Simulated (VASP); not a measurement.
A run of VASP 6.6.1:

INCAR

```
PREC = Accurate
ENCUT = 600
EDIFF = 1E-6
ISMEAR = -1
SIGMA = 0.05
LREAL = F
LASPH = T
NELM = 60
ALGO = Normal
ISIF = 3
LWAVE = F
LCHARG = F
GGA = PE
IBRION = 2
NSW = 45
EDIFFG = -0.005
```

KPOINTS

```
Automatic mesh
0
Gamma
  14 14 14
```

POSCAR

```
Pb
1.0
    0.0000000000      2.5202669214      2.5202669214
    2.5202669214      0.0000000000      2.5202669214
    2.5202669214      2.5202669214      0.0000000000
Pb
1
Direct
    0.0000000000      0.0000000000      0.0000000000
```

Potentials or basis: VASP PAW PBE potentials, release 64 (Pb_d).

The run is started by

```bash
$ cat potpaw_PBE.64/Pb_d/POTCAR > POTCAR
$ mpirun -np 1 vasp_std > vasp.out
```

Hardware: 1 thread of Intel(R) Xeon(R) Platinum 8375C CPU @ 2.90GHz (Ice Lake) (shared host).

Problem. Estimate the wall time of this run.

Solution. Run time: 25 s on 1 thread of Intel(R) Xeon(R) Platinum 8375C CPU @ 2.90GHz (Ice Lake) (shared host), peak memory 0.18 GiB. Counts: scf iterations 10, k points 104, ion steps 1.
